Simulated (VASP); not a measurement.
Write the native input for VASP 6.6.1 that does the following.

- Task: relaxation of cell and atoms
- Functional: PBEsol
- Potentials or basis: VASP PAW PBE potentials, release 64 (Cl)
- Cutoff: 500 eV
- k mesh: 6 × 6 × 2
- Occupations: gaussian, width 0.1 eV
- Spin: no spin polarisation
- Dipole correction: no
- Further INCAR settings: ALGO = Normal; EDIFF = 1e-07; IBRION = 2; EDIFFG = -0.04; NSW = 90; ISIF = 3

The structure of Cl lies in POSCAR:

```
Cl
1.0
    3.5192448840      0.0000000000      0.0000000000
   -1.7596224420      3.0477554717      0.0000000000
    0.0000000000      0.0000000000     11.3502593544
Cl
4
Direct
    0.0000000000      0.0000000000      0.0000000000
    0.0000000000      0.0000000000      0.5000000000
    0.3333333333      0.6666666667      0.7500000000
    0.6666666667      0.3333333333      0.2500000000
```

These files were run (other wordings do the same):

INCAR

```
PREC = Accurate
ENCUT = 500
EDIFF = 1E-7
ISMEAR = 0
SIGMA = 0.1
LREAL = False
LASPH = True
NELM = 120
ALGO = Normal
ISIF = 3
LWAVE = False
LCHARG = False
GGA = PS
IBRION = 2
NSW = 90
EDIFFG = -0.04
GGA_COMPAT = False
NELMIN = 4
```

KPOINTS

```
regular mesh
0
Gamma
  6 6 2
```

Potentials or basis: VASP PAW PBE potentials, release 64 (Cl).

Run with:

```sh
$ cat potpaw_PBE.64/Cl/POTCAR > POTCAR
$ mpirun -np 1 vasp_std > vasp.out
```

It gave:

| Quantity | Value |
| --- | --- |
| Relaxed volume | 20.76 Å³/atom |
| Relaxed cell | a = 3.550 Å, b = 3.550 Å, c = 7.606 Å, α = 90.00°, β = 90.00°, γ = 120.00° |
| Space group after relaxing (to 0.1 Å) | P6_3/mmc (No. 194) |
| Energy gained by relaxing | 528.5 meV/atom |
| Ionic steps | 32 |
| Pressure after relaxing | 0.1 GPa |
| Band gap on the k mesh | zero (bands 14 and 15 overlap by 0.74 eV) |

Caveat: the volume moved by over 15 % at a fixed basis, so the end points are rough; the PAW data sets were made with another functional, which shifts forces and pressure a little.

It took 25 min on 1 thread of AMD EPYC 7R13, with other jobs on the host, peak memory 0.21 GiB.
